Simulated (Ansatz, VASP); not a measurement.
## Two plane-wave programs on SiO2

```
CELL_PARAMETERS angstrom
7.16000 0.00000 0.00000
0.00000 7.16000 0.00000
0.00000 0.00000 7.16000
ATOMIC_POSITIONS crystal
Si 0.27769 0.27769 0.27769
Si 0.22231 0.72231 0.77769
Si 0.77769 0.22231 0.72231
Si 0.72231 0.77769 0.22231
Si 0.01922 0.01922 0.01922
Si 0.48078 0.98078 0.51922
Si 0.51922 0.48078 0.98078
Si 0.98078 0.51922 0.48078
O 0.14836 0.14836 0.14836
O 0.35164 0.85164 0.64836
O 0.64836 0.35164 0.85164
O 0.85164 0.64836 0.35164
O 0.63933 0.65775 0.05099
O 0.86067 0.34225 0.55099
O 0.13933 0.84225 0.94901
O 0.36067 0.15775 0.44901
O 0.05099 0.63933 0.65775
O 0.55099 0.86067 0.34225
O 0.94901 0.13933 0.84225
O 0.44901 0.36067 0.15775
O 0.65775 0.05099 0.63933
O 0.34225 0.55099 0.86067
O 0.84225 0.94901 0.13933
O 0.15775 0.44901 0.36067
```

Alike in both runs: functional r2SCAN; k mesh 4 × 4 × 4; occupations fermi-dirac, width 0.01 eV; no spin polarisation.

Ansatz relaxed the structure, and its values are those at the end. VASP's run is a single point on that final structure, the one shown.

|  | VASP | Ansatz |
| --- | --- | --- |
| version | VASP 6.6.1 | Ansatz 0.2.0 |
| potentials or method | VASP PAW PBE potentials, release 64 (Si, O) | plane-wave PAW, scalar-relativistic |
| plane-wave cutoff (eV) | 520 | 500 |
| valence electrons in the cell | 128 | 128 |

VASP gave:

| Property | Result |
| --- | --- |
| gap on the k mesh at the Fermi level (eV) | 6.34 |
| pressure (GPa) | 0.0 |
| rms of the force components (eV/Å) | 0.010 |

Which values does Ansatz return?

gap on the k mesh at the Fermi level (eV): 6.34; pressure (GPa): -0.2; rms of the force components (eV/Å): 0.011.

VASP's potentials were made for PBE, not for r2SCAN. Ansatz's warnings: stress scf threshold loose.
